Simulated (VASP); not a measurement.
A run of VASP 6.6.1:

File INCAR:

```
ALGO = Normal
EDIFF = 1E-6
ENCUT = 520
GGA = PS
ISIF = 2
ISMEAR = -1
LASPH = T
LCHARG = T
LELF = T
LREAL = F
LVHAR = T
LWAVE = F
NBANDS = 18
NELM = 60
PREC = Accurate
SIGMA = 0.05
```

Contents of KPOINTS:

```
k-points
0
Gamma
  10 10 4
```

Contents of POSCAR:

```
Al3Cu
1.0
    2.7597578512      0.0000000000      0.0000000000
    0.0000000000      2.7597578512      0.0000000000
    0.0000000000      0.0000000000      7.4629763644
Cu Al
1 3
Direct
    0.0000000000      0.0000000000      0.0000000000
    0.5000000000      0.5000000000      0.7738844900
    0.5000000000      0.5000000000      0.2261155100
    0.0000000000      0.0000000000      0.5000000000
```

Potentials or basis: VASP PAW PBE potentials, release 64 (Cu, Al).

Run with:

```bash
$ cat potpaw_PBE.64/Cu/POTCAR potpaw_PBE.64/Al/POTCAR > POTCAR
$ mpirun -np 1 vasp_std > vasp.out
```

Hardware: 1 thread of Intel(R) Xeon(R) 6975P-C (Granite Rapids) (shared host).

How long does it take, and how much memory?

Wall time 27 s on 1 thread of Intel(R) Xeon(R) 6975P-C (Granite Rapids), with other jobs on the host, peak memory 0.2 GiB. Counts: scf iterations 15, k points 63.
